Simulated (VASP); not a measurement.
Here is a VASP 6.6.1 calculation.

Contents of INCAR:

```
  ALGO = Normal
  EDIFF = 1E-6
  ENCUT = 520
  GGA = PS
  ISIF = 2
  ISMEAR = 0
  ISYM = 0
  LASPH = True
  LCHARG = False
  LREAL = False
  LWAVE = False
  NBANDS = 21
  NELM = 80
  PREC = Accurate
  SIGMA = 0.1
```

File KPOINTS:

```
k-points
0
Gamma
  9 9 12
```

File POSCAR:

```
Ge
1.0
    4.0127279012      0.0000000000      0.0000000000
    0.0000000000      4.0127279012      0.0000000000
   -2.0063639506     -2.0063639506      2.8374271100
Ge
2
Direct
    0.0000000000      0.0000000000      0.0000000000
    0.7500000000      0.2500000000      0.5000000000
```

Potentials or basis: VASP PAW PBE potentials, release 64 (Ge_d).

The run is started by

```bash
$ cat potpaw_PBE.64/Ge_d/POTCAR > POTCAR
$ mpirun -np 1 vasp_std > vasp.out
```

**Question.** Estimate the pressure.

**Answer.** -0.2 GPa.

**Question.** Predict the band gap on the k mesh.

**Answer.** Zero (filled and empty bands touch).

Caveat: the PAW data sets were made with another functional, which shifts forces and pressure a little.
